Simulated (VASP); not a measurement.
Input of a VASP 6.6.1 run:

Contents of INCAR:

```
SYSTEM = Hf
PREC     = Accurate       ! precision mode
ENCUT    = 600            ! plane-wave cutoff, eV
EDIFF    = 1E-6           ! SCF threshold, eV
ISMEAR   = -1             ! smearing method
SIGMA    = 0.05           ! smearing width, eV
LREAL    = .FALSE.        ! projectors in reciprocal space
LASPH    = .TRUE.         ! aspherical terms in the spheres
NELM     = 80             ! most SCF steps
ALGO     = Normal         ! electronic algorithm
ISIF     = 3              ! what is computed and relaxed
LWAVE    = .FALSE.        ! write WAVECAR
LCHARG   = .FALSE.        ! write CHGCAR
GGA      = PS             ! functional
IBRION   = 2              ! ionic algorithm
NSW      = 60             ! ionic steps
EDIFFG   = -0.01          ! ionic threshold
```

Contents of KPOINTS:

```
regular mesh
0
G
  10 10 5
  0 0 0
```

The input POSCAR:

```
Hf
1.0
    3.1967000000      0.0000000000      0.0000000000
   -1.5983500000      2.7684234083      0.0000000000
    0.0000000000      0.0000000000      5.0578000000
Hf
2
Direct
    0.6666666667      0.3333333333      0.7500000000
    0.3333333333      0.6666666667      0.2500000000
```

Potentials or basis: VASP PAW PBE potentials, release 64 (Hf_pv).

The run is started by

```console
$ cat potpaw_PBE.64/Hf_pv/POTCAR > POTCAR
$ mpirun -np 1 vasp_std > vasp.out
```

(1) Predict the relaxed volume.

(2) What does it give for the space group after relaxing (to 0.05 Å)?

(3) Estimate the band gap on the k mesh.

(4) What does it give for the relaxed cell?

## Answers

(1) 21.49 Å³/atom.

(2) P6_3/mmc (No. 194).

(3) zero (band 10 reaches 6.21 eV, above the bottom of band 11 at 4.70 eV).

(4) a = 3.156 Å, b = 3.156 Å, c = 4.984 Å, α = 90.00°, β = 90.00°, γ = 120.00°.

Caveat: the PAW data sets were made with another functional, which shifts forces and pressure a little; spin-orbit coupling is left out, which moves the levels of the heavy elements.
